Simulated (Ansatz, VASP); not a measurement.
## SiO2: VASP beside Ansatz

INCAR

```
PREC = Accurate
ENCUT = 520
EDIFF = 1E-7
ISMEAR = 0
SIGMA = 0.05
LREAL = False
LASPH = True
NELM = 60
ALGO = Normal
ISIF = 2
LWAVE = False
LCHARG = False
GGA = CA
NBANDS = 25
```

KPOINTS

```
regular mesh
0
Gamma
  6 6 10
```

Contents of POSCAR:

```
SiO2
1.0
    4.1155709471      0.0000000000      0.0000000000
    0.0000000000      4.1155709471      0.0000000000
    0.0000000000      0.0000000000      2.2787916334
Si O
2 4
Direct
    0.5000000000      0.5000000000      0.5000000000
    0.0000000000      0.0000000000      0.0000000000
    0.6944252994      0.6944252994      0.0000000000
    0.1944252994      0.8055747006      0.5000000000
    0.3055747006      0.3055747006      0.0000000000
    0.8055747006      0.1944252994      0.5000000000
```

Input for Ansatz:

```yaml
crystal:
  lattice:
    - [4.1155709471, 0.0, 0.0]
    - [0.0, 4.1155709471, 0.0]
    - [0.0, 0.0, 2.2787916334]
  atoms:
    - { symbol: Si, position: [0.5, 0.5, 0.5] }
    - { symbol: Si, position: [0.0, 0.0, 0.0] }
    - { symbol: O, position: [0.6944252994, 0.6944252994, 0.0] }
    - { symbol: O, position: [0.1944252994, 0.8055747006, 0.5] }
    - { symbol: O, position: [0.3055747006, 0.3055747006, 0.0] }
    - { symbol: O, position: [0.8055747006, 0.1944252994, 0.5] }
basis:
  ecutwfc: 520.0
kpoints:
  mp_grid: { grid: [6, 6, 10] }
hamiltonian:
  xc: lda
  pseudopotentials: { kind: paw, azcp: { folder: soft_1 } }
scf:
  occupations: { method: gaussian, width: 0.05 }
output:
  forces: true
  stress: true
  eigenvalues: true
```

Alike in both runs: task single point; functional LDA; k mesh 6 × 6 × 10; occupations gaussian, width 0.05 eV; no spin polarisation.

```csv
,VASP,Ansatz
version,VASP 6.6.1,Ansatz 0.2.0
potentials or method,"VASP PAW LDA potentials, release 64 (Si, O), cutoff 520 eV","scalar-relativistic, plane waves, PAW"
valence electrons in the cell,32,32
```

|  | VASP | Ansatz | Ansatz less VASP |
| --- | --- | --- | --- |
| gap on the k mesh at the Fermi level (eV) | 8.87 | 8.90 | +0.031 |
| least direct gap on the mesh (eV) | 8.87 | 8.90 | +0.031 |
| rms of the force components (eV/Å) | 0.850 | 0.788 | -0.0620 |

Ansatz warns that its potentials were made for another functional, while VASP's fit it. LDA's correlation is that of Perdew and Zunger in VASP and of Perdew and Wang (1992) in Ansatz. Atom by atom the forces differ by 0.062 eV/Å (rms over components).
